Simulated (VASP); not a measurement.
# TiCo (Pm-3m) in VASP: settings compared, part 2 of 2

VASP 6.6.1.

## (5) Relaxation of cell and atoms, RPBE, collinear spin, ferromagnetic start

This run uses another cell than the first one, of 13.31 Å³/atom, 0.983 times its volume.

INCAR

```
PREC = Accurate ; ENCUT = 600
EDIFF = 1E-6 ; ISMEAR = -1
SIGMA = 0.05 ; LREAL = F
LASPH = T ; NELM = 150
ALGO = Normal ; ISIF = 3
LWAVE = F ; LCHARG = F
ISPIN = 2 ; MAGMOM = 2 1
LORBIT = 11 ; LMAXMIX = 4
GGA = RP ; IBRION = 2
NSW = 80 ; EDIFFG = -0.01
```

KPOINTS

```
Automatic mesh
0
Gamma
  9 9 9
```

POSCAR

```
TiCo
1.0
    2.9861109900      0.0000000000      0.0000000000
    0.0000000000      2.9861109900      0.0000000000
    0.0000000000      0.0000000000      2.9861109900
Co Ti
1 1
Direct
    0.5000000000      0.5000000000      0.5000000000
    0.0000000000      0.0000000000      0.0000000000
```

Potentials or basis: VASP PAW PBE potentials, release 64 (Co, Ti_sv).

Command:

```bash
cat potpaw_PBE.64/Co/POTCAR potpaw_PBE.64/Ti_sv/POTCAR > POTCAR
mpirun -np 1 vasp_std > vasp.out
```

OUTCAR:

```text
PREC = Accurate
   ENCUT = 600
   EDIFF = 1E-6
   ISMEAR = -1
   LREAL = F
   LASPH = T
   NELM = 150
   ISIF = 3
   ISPIN = 2
   LORBIT = 11
   GGA = RP
   IBRION = 2
   NSW = 80
   EDIFFG = -0.01

 ion  position               nearest neighbor table
   1  0.500  0.500  0.500-   2 2.59   2 2.59   2 2.59   2 2.59   2 2.59   2 2.59   2 2.59   2 2.59

   2  0.000  0.000  0.000-   1 2.59   1 2.59   1 2.59   1 2.59   1 2.59   1 2.59   1 2.59   1 2.59

  LATTYP: Found a simple cubic cell.
 ALAT       =     2.9861109900

  Lattice vectors:

 A1 = (   2.9861109900,   0.0000000000,   0.0000000000)
 A2 = (   0.0000000000,   2.9861109900,   0.0000000000)
 A3 = (   0.0000000000,   0.0000000000,   2.9861109900)

Analysis of symmetry for initial positions (statically):
=====================================================================
 Subroutine PRICEL returns:
 Original cell was already a primitive cell.

 Routine SETGRP: Setting up the symmetry group for a
 simple cubic supercell.

 Subroutine GETGRP returns: Found 48 space group operations
 (whereof 48 operations were pure point group operations)
 out of a pool of 48 trial point group operations.

The static configuration has the point symmetry O_h .

Analysis of symmetry for dynamics (positions and initial velocities):
=====================================================================
 Subroutine PRICEL returns:
 Original cell was already a primitive cell.

 Routine SETGRP: Setting up the symmetry group for a
 simple cubic supercell.

 Subroutine GETGRP returns: Found 48 space group operations
 (whereof 48 operations were pure point group operations)
 out of a pool of 48 trial point group operations.

The dynamic configuration has the point symmetry O_h .

Analysis of structural, dynamic, and magnetic symmetry:
=====================================================================
 Subroutine PRICEL returns:
 Original cell was already a primitive cell.

 Routine SETGRP: Setting up the symmetry group for a
 simple cubic supercell.

[... 122 lines left out ...]
   IMIX   =      4    mixing-type and parameters
     AMIX     =   0.40;   BMIX     =  1.00
     AMIX_MAG =   1.60;   BMIX_MAG =  1.00
  volume/ion in A,a.u.               =      13.31        89.84
  Fermi-wavevector in a.u.,A,eV,Ry     =   1.512546  2.858298 31.127355  2.287796
  Thomas-Fermi vector in A             =   2.622456
   LORBIT       =     11    0 simple, 1 ext, 2 COOP (PROOUT), +10 PAW based schemes
   GGA     = RP    functional components
   LHFCALC =     F    Hartree Fock is set to
   AEXX    =    0.0000 exact exchange contribution
   IVDW    =     0    specifies the selected vdW correction
   LEPSILON=     F    determine dielectric tensor
   LRPA    =     F    only Hartree local field effects (RPA)
 conjugate gradient relaxation of ions
 spin polarized calculation
  energy-cutoff  :      600.00
  volume of cell :       26.63
 maximum number of plane-waves:       905
 NGX is ok and might be reduce to    24
   NGX = 11   NGY = 11   NGZ = 11

--------------------------------------- Ionic step        1  -------------------------------------------

 number of electron      20.9999983 magnetization       0.8289480

 Free energy of the ion-electron system (eV)
  ---------------------------------------------------
  ext. energy  EPLUGINS =         0.00000000
  ---------------------------------------------------
  free energy    TOTEN  =       -14.72321360 eV

  energy without entropy =      -14.70652273  energy(sigma->0) =      -14.71486816

 E-fermi :  10.0744     XC(G=0): -12.4646

 val. band max:       10.0569392220   @ k =   0.3333   0.2222   0.0000
 cond. band min:      10.0819331123   @ k =   0.3333   0.3333   0.1111
 fundamental gap:      0.0249938903
 Fermi energy:        10.0744141063

 spin component 1

 k-point     1 :       0.0000    0.0000    0.0000
  band No.  band energies     occupation
      1     -47.2261      1.00000
      2     -23.2500      1.00000
      3     -23.2500      1.00000
      4     -23.2500      1.00000
      5       2.3727      1.00000
      6       5.8720      1.00000
[... 978 lines left out ...]
--------------------------------------- Ionic step        3  -------------------------------------------

 number of electron      20.9999989 magnetization       0.8468336

 Free energy of the ion-electron system (eV)
  ---------------------------------------------------
  ext. energy  EPLUGINS =         0.00000000
  ---------------------------------------------------
  free energy    TOTEN  =       -14.72970551 eV

  energy without entropy =      -14.71266218  energy(sigma->0) =      -14.72118385

 E-fermi :   9.7837     XC(G=0): -12.3471

 val. band max:        9.7833069176   @ k =   0.3333   0.3333   0.0000
 cond. band min:       9.7842477301   @ k =   0.3333   0.3333   0.1111
 fundamental gap:      0.0009408126
 Fermi energy:         9.7836878709

 spin component 1

 k-point     1 :       0.0000    0.0000    0.0000
  band No.  band energies     occupation
      1     -47.5376      1.00000
      2     -23.5671      1.00000
      3     -23.5671      1.00000
      4     -23.5671      1.00000
      5       2.1876      1.00000
      6       5.6820      1.00000
[... 936 lines left out ...]
  FREE ENERGIE OF THE ION-ELECTRON SYSTEM (eV)
  ---------------------------------------------------
  free  energy   TOTEN  =       -14.7297055107 eV

  energy  without entropy=      -14.7126621832  energy(sigma->0) =      -14.72118385

 reached required accuracy - stopping structural energy minimisation

 total charge

# of ion       s       p       d       tot
------------------------------------------
    1        0.518   0.450   7.283   8.250
    2        2.240   6.172   1.834  10.246
--------------------------------------------------
tot          2.757   6.622   9.117  18.497

 magnetization (x)

# of ion       s       p       d       tot
------------------------------------------
    1        0.027  -0.011   0.965   0.981
    2       -0.003  -0.017  -0.039  -0.060
--------------------------------------------------
tot          0.023  -0.028   0.926   0.921
```

OSZICAR:

```text
N       E                     dE             d eps       ncg     rms          rms(c)
DAV:   1     0.158944538178E+03    0.15894E+03   -0.11765E+04  2248   0.189E+03
DAV:   2    -0.764387482531E+01   -0.16659E+03   -0.16294E+03  2360   0.385E+02
DAV:   3    -0.162134009119E+02   -0.85695E+01   -0.85011E+01  3232   0.953E+01
[... 37 lines left out ...]
DAV:   7    -0.147295847832E+02   -0.60588E-03   -0.15260E-03  3312   0.333E-01    0.734E-02
DAV:   8    -0.147296995275E+02   -0.11474E-03   -0.52620E-04  3768   0.144E-01    0.209E-02
DAV:   9    -0.147297043395E+02   -0.48121E-05   -0.10218E-05  2232   0.320E-02    0.110E-02
DAV:  10    -0.147297054160E+02   -0.10765E-05   -0.20804E-06  1616   0.182E-02    0.408E-03
DAV:  11    -0.147297055107E+02   -0.94668E-07   -0.79770E-07  1416   0.782E-03
   3 F= -.14729706E+02 E0= -.14721184E+02  d E =-.649192E-02  mag=     0.8466
```

CONTCAR:

```text
TiCo
   1.00000000000000
     3.0080740646453492    0.0000000000000000   -0.0000000000000000
     0.0000000000000000    3.0080740646453492    0.0000000000000000
    -0.0000000000000000   -0.0000000000000000    3.0080740646453492
  Co              Ti
     1     1
Direct
     0.5000000000000000    0.5000000000000000    0.5000000000000000
     0.0000000000000000    0.0000000000000000    0.0000000000000000

  0.00000000E+00  0.00000000E+00  0.00000000E+00
  0.00000000E+00  0.00000000E+00  0.00000000E+00
```

It took 52 s on 1 thread of AMD EPYC 9R45 (Zen 5), shared host; peak memory 0.14 GiB.

What came out:

| Item | Value |
| --- | --- |
| Free energy | -14.7297 eV |
| Relaxed volume | 13.61 Å³/atom |
| Relaxed cell | a = 3.008 Å, b = 3.008 Å, c = 3.008 Å, α = 90.00°, β = 90.00°, γ = 90.00° |
| Space group after relaxing (to 0.05 Å) | Pm-3m (No. 221) |
| Energy gained by relaxing | 3.2 meV/atom |
| Ionic steps | 3 |
| Pressure after relaxing | 0.1 GPa |
| Net moment | 0.85 μB per cell |
| Site moments | Co +0.98; Ti -0.06 μB |
| Valence electrons inside the program's atomic spheres | Co 8.25; Ti 10.25 |

The path:
| step | energy change (eV) | largest force (eV/Å) | pressure (GPa) | volume (Å³) |
| --- | --- | --- | --- | --- |
| 1 | 0.0000 | 0.0000 | 3.59 | 26.63 |
| 2 | -0.0012 | 0.0000 | -2.73 | 27.79 |
| 3 | -0.0065 | 0.0000 | 0.06 | 27.22 |

Final structure:
```xyz
2
Lattice="3.0081 0.0000 0.0000 0.0000 3.0081 0.0000 0.0000 0.0000 3.0081" Properties=species:S:1:pos:R:3 pbc="T T T"
Co    1.5040    1.5040    1.5040
Ti    0.0000    0.0000    0.0000
```

Levels at points of the mesh, in eV from the Fermi level:
Spin up:
| k point | band 7 | band 8 | band 9 | band 10 | band 11 | band 12 | band 13 | band 14 | band 15 | band 16 |
| --- | --- | --- | --- | --- | --- | --- | --- | --- | --- | --- |
| (0.00, 0.00, 0.00) | -4.10 | -1.88 | -1.88 | -1.88 | 0.45 | 0.45 | 2.59 | 2.59 | 2.59 | 8.78 |
Spin down:
```
           k point  band 7  band 8  band 9  band 10  band 11  band 12  band 13  band 14
(0.00, 0.00, 0.00)   -3.39   -1.30   -1.30    -1.30     1.02     1.02     2.67     2.67
```

Caveat: the PAW data sets were made with another functional, which shifts forces and pressure a little.

## (6) The runs side by side

```csv
task,level,cell,cutoff (eV),gap on the mesh (eV),pressure (GPa),moment (μB),relaxed volume (Å³/atom)
single point,revPBE,"a = 3.004 Å, 2 atoms",520,none,-0.4,0.84,-
single point,RPBE,"a = 3.012 Å, 2 atoms",520,none,-0.4,0.85,-
relaxation of cell and atoms,revPBE,"relaxed from a = 2.986 Å, 2 atoms",600,none,0.0,0.84,13.50
relaxation of cell and atoms,RPBE,"relaxed from a = 2.986 Å, 2 atoms",600,none,0.1,0.85,13.61
```

Alike in all rows: potentials or basis VASP PAW PBE potentials, release 64 (Co, Ti_sv); spin collinear, ferromagnetic start; k mesh 9 × 9 × 9; smearing fermi-dirac 0.05 eV.

Caveats: the PAW data sets were made with another functional, which shifts forces and pressure a little.

Absolute energies hang on the potentials; compare differences alone.
